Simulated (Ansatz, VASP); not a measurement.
Two plane-wave programs on HfN

The input INCAR:

```
SYSTEM = HfN
PREC = Accurate
ENCUT = 520
EDIFF = 1E-6
ISMEAR = 0
SIGMA = 0.15
LREAL = .FALSE.
LASPH = .TRUE.
NELM = 80
ALGO = Normal
ISIF = 2
LWAVE = .FALSE.
LCHARG = .FALSE.
GGA = PS
NBANDS = 14
```

File KPOINTS:

```
Automatic mesh
0
G
  16 16 16
  0 0 0
```

POSCAR

```
HfN
1.0
    0.0000000000      2.5775631000      2.3934514500
    2.5775631000      0.0000000000      2.3934514500
    2.5775631000      2.5775631000      0.0000000000
Hf N
1 1
Direct
    0.0000000000      0.0000000000      0.0000000000
    0.7500000000      0.7500000000      0.7500000000
```

Input for Ansatz:

```yaml
crystal:
  lattice:
    - [0.0, 2.5775631, 2.39345145]
    - [2.5775631, 0.0, 2.39345145]
    - [2.5775631, 2.5775631, 0.0]
  atoms:
    - { symbol: Hf, position: [0.0, 0.0, 0.0] }
    - { symbol: "N", position: [0.75, 0.75, 0.75] }
basis:
  ecutwfc: 420
kpoints:
  mp_grid: { grid: [16, 16, 16] }
hamiltonian:
  xc: pbesol
scf:
  occupations: { method: gaussian, width: 0.15 }
output:
  forces: true
  stress: true
  eigenvalues: true
```

Change from the starting cell: strain +0.050 along x and y, -0.025 along z, atoms carried along.

Alike in both runs: task single point; functional PBEsol; k mesh 16 × 16 × 16; occupations gaussian, width 0.15 eV; no spin polarisation.

```csv
,VASP,Ansatz
version,VASP 6.6.1,Ansatz 0.2.0
potentials or method,"VASP PAW PBE potentials, release 64 (Hf_pv, N), cutoff 520 eV","scalar-relativistic, plane waves, PAW"
valence electrons in the cell,15,31
```

```csv
,VASP,Ansatz,Ansatz less VASP
gap on the k mesh at the Fermi level (eV),none,none,-
pressure (GPa),-17.6,-16.6,+0.99
"traceless stress, the component that is largest in VASP (GPa)",6.66,6.63,-0.029
```

VASP's potentials were made for PBE, not for PBEsol. A gap of «none» marks a metal or a gap that the smearing closes. VASP's potentials hold 15 valence electrons a cell and Ansatz's 31, so a difference there can come from the potentials and not from the codes.

Neither program's run includes spin-orbit coupling.
